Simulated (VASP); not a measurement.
# CsH (Immm) in VASP: a series of runs

CsH is run at these levels: r2SCAN; tasks: single point.

Program: VASP 6.6.1. These are calculated values, not measurements. Logs are shortened: lines on timing, memory, paths and dates and some standing lists are left out, and cuts for length are marked.

## 1. The cell of the first run

The structure is orthorhombic, space group Immm (No. 71). The conventional cell has a = 4.396 Å, b = 4.621 Å, c = 6.376 Å, α = 90.00°, β = 90.00°, γ = 90.00°. Cs (site symmetry mmm) has 6 H at 3.19 Å within 4.2 Å. Within 4.2 Å of H (site symmetry mmm) lie 6 Cs at 3.19 Å.

## 2. Single point, r2SCAN (strain -0.0500 x Voigt [0, 0, 0, 0, 0, 1])

POSCAR reads:

```
CsH
1.0
   -0.0797000000      3.1880000000      3.1880000000
    3.1880000000     -0.0797000000      3.1880000000
    3.1083000000      3.1083000000      0.0000000000
Cs H
1 1
Direct
    0.0000000000      0.0000000000      0.0000000000
    0.5000000000      0.5000000000      0.5000000000
```

INCAR.step1 reads:

```
SYSTEM = CsH
ALGO = Normal
EDIFF = 1E-4
ENCUT = 520
GGA = PE
ISMEAR = 0
LASPH = .True.
LCHARG = .False.
LREAL = .False.
LWAVE = .True.
NBANDS = 12
NELM = 80
PREC = Accurate
SIGMA = 0.05
```

INCAR.step2 reads:

```
SYSTEM = CsH
ALGO = Normal
EDIFF = 1E-6
ENCUT = 520
ISIF = 2
ISMEAR = 0
ISTART = 1
LASPH = .True.
LCHARG = .False.
LMIXTAU = .True.
LREAL = .False.
LWAVE = .False.
METAGGA = R2SCAN
NBANDS = 12
NELM = 80
PREC = Accurate
SIGMA = 0.05
```

KPOINTS reads:

```
k-points
0
Gamma
  6 6 6
  0 0 0
```

Potentials or basis: VASP PAW PBE potentials, release 64 (Cs_sv, H).

Command:

```
> cat potpaw_PBE.64/Cs_sv/POTCAR potpaw_PBE.64/H/POTCAR > POTCAR
> cp INCAR.step1 INCAR
> mpirun -np 1 vasp_std > vasp.out
> cp INCAR.step2 INCAR
> mpirun -np 1 vasp_std > vasp.out
```

OUTCAR:

```text
SYSTEM = CsH
   EDIFF = 1E-6
   ENCUT = 520
   ISIF = 2
   ISMEAR = 0
   ISTART = 1
   LASPH = .True.
   LREAL = .False.
   METAGGA = R2SCAN
   NELM = 80
   PREC = Accurate

 ion  position               nearest neighbor table
   1  0.000  0.000  0.000-
   2  0.500  0.500  0.500-

  LATTYP: Found a body centered orthorhombic cell.
 ALAT       =     4.3958000159
 B/A-ratio  =     1.0512820513
 C/A-ratio  =     1.4504754486

  Lattice vectors:

 A1 = (   0.0797000000,  -3.1880000000,  -3.1880000000)
 A2 = (  -0.0797000000,   3.1880000000,  -3.1880000000)
 A3 = (   3.1880000000,  -0.0797000000,   3.1880000000)

Analysis of symmetry for initial positions (statically):
=====================================================================
 Subroutine PRICEL returns:
 Original cell was already a primitive cell.

 Routine SETGRP: Setting up the symmetry group for a
 body centered orthorhombic supercell.

 Subroutine GETGRP returns: Found  8 space group operations
 (whereof  8 operations were pure point group operations)
 out of a pool of  8 trial point group operations.

The static configuration has the point symmetry D_2h.

Analysis of symmetry for dynamics (positions and initial velocities):
=====================================================================
 Subroutine PRICEL returns:
 Original cell was already a primitive cell.

 Routine SETGRP: Setting up the symmetry group for a
 body centered orthorhombic supercell.

 Subroutine GETGRP returns: Found  8 space group operations
 (whereof  8 operations were pure point group operations)
 out of a pool of  8 trial point group operations.

The dynamic configuration has the point symmetry D_2h.

 Subroutine INISYM returns: Found  8 space group operations
 (whereof  8 operations are pure point group operations),
 and found     1 'primitive' translations

----------------------------------------------------------------------------------------

                                     Primitive cell

  volume of cell :      64.7610

  direct lattice vectors                    reciprocal lattice vectors
    -0.079700000  3.188000000  3.188000000    -0.153012822  0.153012822  0.156838143
     3.188000000 -0.079700000  3.188000000     0.153012822 -0.153012822  0.156838143
     3.108300000  3.108300000  0.000000000     0.160859634  0.160859634 -0.156838143

  length of vectors
     4.509217237  4.509217237  4.395800016     0.267252784  0.267252784  0.276314760

  position of ions in fractional coordinates (direct lattice)
     0.000000000  0.000000000  0.000000000
     0.500000000  0.500000000  0.500000000
[... 89 lines left out ...]
   NUPDOWN=      -1.0000    fix difference up-down
   EMIN   =  10.00;   EMAX   =-10.00  energy-range for DOS
   EFERMI =   0.00;   METHOD = LEGACY
   ISMEAR =     0;   SIGMA  =   0.05  broadening in eV -4-tet -1-fermi 0-gaus
   EFERMI_NEDOS =   21; number of points for ismear=-14 and -15
   IALGO  =     38    algorithm
   IMIX   =      4    mixing-type and parameters
     AMIX     =   0.40;   BMIX     =  1.00
     AMIX_MAG =   1.60;   BMIX_MAG =  1.00
  volume/ion in A,a.u.               =      32.38       218.51
  Fermi-wavevector in a.u.,A,eV,Ry     =   0.878288  1.659724 10.495399  0.771390
  Thomas-Fermi vector in A             =   1.998354
   LORBIT       =      0    0 simple, 1 ext, 2 COOP (PROOUT), +10 PAW based schemes
   METAGGA = R2SCAN    functional components
   LHFCALC =     F    Hartree Fock is set to
   AEXX    =    0.0000 exact exchange contribution
   IVDW    =     0    specifies the selected vdW correction
   LEPSILON=     F    determine dielectric tensor
   LRPA    =     F    only Hartree local field effects (RPA)
 non-spin polarized calculation
 Gauss-broadening in eV      SIGMA  =   0.05
  energy-cutoff  :      520.00
  volume of cell :       64.76
 maximum number of plane-waves:      1766
 NGX is ok and might be reduce to    36
   NGX = 17   NGY = 17   NGZ = 17

 number of electron      10.0000001 magnetization

 Free energy of the ion-electron system (eV)
  ---------------------------------------------------
  ext. energy  EPLUGINS =         0.00000000
  ---------------------------------------------------
  free energy    TOTEN  =       -28.98640156 eV

  energy without entropy =      -28.98640156  energy(sigma->0) =      -28.98640156

 E-fermi :   0.2162     XC(G=0):  -7.5608

 val. band max:       -0.0966990529   @ k =  -0.0000  -0.0000   0.5000
 cond. band min:       2.5507908714   @ k =   0.5000  -0.0000   0.0000
 fundamental gap:      2.6474899243
 Fermi energy:         0.2162485640

 k-point     1 :       0.0000    0.0000    0.0000
  band No.  band energies     occupation
      1     -22.1893      2.00000
      2      -8.2840      2.00000
      3      -8.2748      2.00000
      4      -8.2566      2.00000
      5      -1.7604      2.00000
      6       5.3547      0.00000
      7       5.5110      0.00000
      8       5.8146      0.00000
      9       6.2856      0.00000
     10       7.5039      0.00000
     11       7.5057      0.00000
     12       9.1183      0.00000
[... 331 lines left out ...]
 k-point    24 :       0.5000    0.5000    0.1667
  band No.  band energies     occupation
      1     -22.0870      2.00000
      2      -8.9185      2.00000
      3      -8.5962      2.00000
      4      -8.5257      2.00000
      5      -0.9933      2.00000
      6       3.7146      0.00000
      7       5.1380      0.00000
      8       6.8229      0.00000
      9       7.4399      0.00000
     10       9.0327      0.00000
     11       9.3902      0.00000
     12       9.9651      0.00000

 [... further k-points ...]

------------------------ aborting loop because EDIFF is reached ----------------------------------------

  FORCE on cell =-STRESS in cart. coord.  units (eV):
  Direction    XX          YY          ZZ          XY          YZ          ZX
  --------------------------------------------------------------------------------------
  -------------------------------------------------------------------------------------
  Total        0.0182784      0.0182784      0.0119574      0.0945894      0.0000000      0.0000000
  in kB        0.4522049      0.4522049      0.2958238      2.3401292      0.0000000      0.0000000
  external PRESSURE =       0.4000779 kB  Pullay stress =       0.0000000 kB

 VOLUME and BASIS-vectors are now :
 -----------------------------------------------------------------------------
  energy-cutoff  :      520.00
  volume of cell :       64.76
      direct lattice vectors                 reciprocal lattice vectors
    -0.079700000  3.188000000  3.188000000    -0.153012822  0.153012822  0.156838143
     3.188000000 -0.079700000  3.188000000     0.153012822 -0.153012822  0.156838143
     3.108300000  3.108300000  0.000000000     0.160859634  0.160859634 -0.156838143

 POSITION                                       TOTAL-FORCE (eV/Angst)
 -----------------------------------------------------------------------------------
      0.00000      0.00000      0.00000        -0.000000      0.000000      0.000000
      3.10830      3.10830      3.18800         0.000000     -0.000000     -0.000000
 -----------------------------------------------------------------------------------
    total drift:                               -0.000000      0.000000      0.000000

  FREE ENERGIE OF THE ION-ELECTRON SYSTEM (eV)
  ---------------------------------------------------
  free  energy   TOTEN  =       -28.9864015594 eV

  energy  without entropy=      -28.9864015594  energy(sigma->0) =      -28.98640156
```

OUTCAR.step1:

```text
SYSTEM = CsH
   EDIFF = 1E-4
   ENCUT = 520
   GGA = PE
   ISMEAR = 0
   LASPH = .True.
   LREAL = .False.
[... 583 lines left out ...]
      0.00000      0.00000      0.00000         0.000000     -0.000000     -0.000000
      3.10830      3.10830      3.18800        -0.000000      0.000000      0.000000
 -----------------------------------------------------------------------------------
    total drift:                               -0.000000      0.000000      0.000000

  FREE ENERGIE OF THE ION-ELECTRON SYSTEM (eV)
  ---------------------------------------------------
  free  energy   TOTEN  =        -4.5466226734 eV

  energy  without entropy=       -4.5466226734  energy(sigma->0) =       -4.54662267
```

Wall time 85 s (1 thread of Intel Xeon Platinum 8488C (Sapphire Rapids), shared host); peak memory 0.23 GiB.

What came out:

```
Free energy            : -28.9864 eV
Pressure               : 0.0 GPa
Band gap on the k mesh : 2.65 eV (least direct gap 2.65 eV)
```

Levels at points of the mesh, in eV from the valence-band top:
```csv
k point,band 2,band 3,band 4,band 5,band 6,band 7,band 8,band 9
"(0.00, 0.00, 0.00)",-8.19,-8.18,-8.16,-1.66,5.45,5.61,5.91,6.38
"(0.50, 0.00, 0.00)",-8.99,-8.25,-8.25,-0.03,2.65,5.15,5.48,7.78
"(0.50, 0.50, 0.00)",-8.88,-8.48,-8.41,-1.16,3.49,6.06,8.63,8.74
"(0.00, 0.00, 0.50)",-9.04,-8.29,-8.28,0.00,2.65,5.02,5.33,7.80
"(0.50, 0.00, 0.50)",-8.90,-8.44,-8.44,-1.16,3.49,6.06,8.57,8.97
```

Caveat: the cell differs from its parent crystal (strain -0.0500 x Voigt [0, 0, 0, 0, 0, 1]); the PAW data sets were made with another functional, which shifts forces and pressure a little; spin-orbit coupling is left out, which moves the levels of the heavy elements.

(Continued in part 2 of 2.)
